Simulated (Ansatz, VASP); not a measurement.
**One calculation of Hf, two programs**

The input INCAR:

```
PREC = Accurate
ENCUT = 520
EDIFF = 1E-6
ISMEAR = -1
SIGMA = 0.1
LREAL = False
LASPH = True
NELM = 100
ALGO = Normal
ISIF = 2
LWAVE = False
LCHARG = True
GGA = PE
LELF = True
LVHAR = True
NBANDS = 17
```

KPOINTS

```
regular mesh
0
Gamma
  12 12 12
```

File POSCAR:

```
Hf
1.0
    0.0000000000      2.6816317611      2.6816317611
    2.6816317611      0.0000000000      2.6816317611
    2.6816317611      2.6816317611      0.0000000000
Hf
2
Direct
   -0.1250000000     -0.1250000000     -0.1250000000
    0.1250000000      0.1250000000      0.1250000000
```

Input for Ansatz:

```yaml
crystal:
  lattice:
    - [0.0, 2.6816317611, 2.6816317611]
    - [2.6816317611, 0.0, 2.6816317611]
    - [2.6816317611, 2.6816317611, 0.0]
  atoms:
    - { symbol: Hf, position: [-0.125, -0.125, -0.125] }
    - { symbol: Hf, position: [0.125, 0.125, 0.125] }
kpoints:
  mp_grid: { grid: [12, 12, 12] }
scf:
  occupations: { method: fermi_dirac, width: 0.1 }
hamiltonian:
  xc: pbe
  pseudopotentials: { kind: paw }
output:
  forces: true
  stress: true
  eigenvalues: true
  populations: true
```

Change from the starting cell: volume scaled by 0.55, PAW files.

Alike in both runs: task single point; functional PBE; k mesh 12 × 12 × 12; occupations fermi-dirac, width 0.1 eV; no spin polarisation.

|  | VASP | Ansatz |
| --- | --- | --- |
| version | VASP 6.6.1 | Ansatz 0.2.0 |
| potentials or method | VASP PAW PBE potentials, release 64 (Hf_pv) | PAW with Ansatz's default frozen-core files, scalar-relativistic |
| plane-wave cutoff (eV) | 520 | 420 |
| valence electrons in the cell | 20 | 52 |

```csv
,VASP,Ansatz,Ansatz less VASP
pressure (GPa),54.1,55.9,+1.73
```

Both programs put the cell under a high pressure, so it lies far from rest at this level. VASP's potentials hold 20 valence electrons a cell and Ansatz's 52, so a difference there can come from the potentials and not from the codes.

Spin-orbit coupling is off throughout.
